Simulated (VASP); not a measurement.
Input of a VASP 6.6.1 run:

POSCAR

```
TlCl
1.0
    3.6338434493      0.0000000000      0.0000000000
    0.0000000000      3.6338434493      0.0000000000
    0.0000000000      0.0000000000      3.6338434493
Tl Cl
1 1
Direct
    0.0000000000      0.0000000000      0.0000000000
    0.5000000000      0.5000000000      0.5000000000
```

Contents of INCAR.step1:

```
SYSTEM = TlCl
PREC = Accurate
ENCUT = 550
ISMEAR = 0
SIGMA = 0.01
LREAL = .FALSE.
LASPH = .TRUE.
NELM = 120
NBANDS = 17
GGA = PE
ALGO = Normal
EDIFF = 1E-5
LWAVE = .TRUE.
LCHARG = .FALSE.
GGA_COMPAT = .FALSE.
```

Contents of INCAR.step2:

```
SYSTEM = TlCl
PREC = Accurate
ENCUT = 550
EDIFF = 1E-6
ISMEAR = 0
SIGMA = 0.01
LREAL = .FALSE.
LASPH = .TRUE.
NELM = 120
ALGO = Normal
ISIF = 2
LWAVE = .FALSE.
LCHARG = .FALSE.
METAGGA = R2SCAN
LMIXTAU = .TRUE.
NBANDS = 17
ISTART = 1
GGA_COMPAT = .FALSE.
```

Contents of KPOINTS:

```
Automatic mesh
0
G
  6 6 6
  0 0 0
```

Potentials or basis: VASP PAW PBE potentials, release 64 (Tl_d, Cl).

Launch:

```console
$ cat potpaw_PBE.64/Tl_d/POTCAR potpaw_PBE.64/Cl/POTCAR > POTCAR
$ cp INCAR.step1 INCAR
$ mpirun -np 1 vasp_std > vasp.out
$ cp INCAR.step2 INCAR
$ mpirun -np 1 vasp_std > vasp.out
```

Q: Predict the pressure.

A: 6.9 GPa.

Q: Predict the band gap on the k mesh.

A: 2.05 eV, direct.

Caveat: the PAW data sets were made with another functional, which shifts forces and pressure a little; spin-orbit coupling is left out, which moves the levels of the heavy elements. A k mesh can miss the band edges.
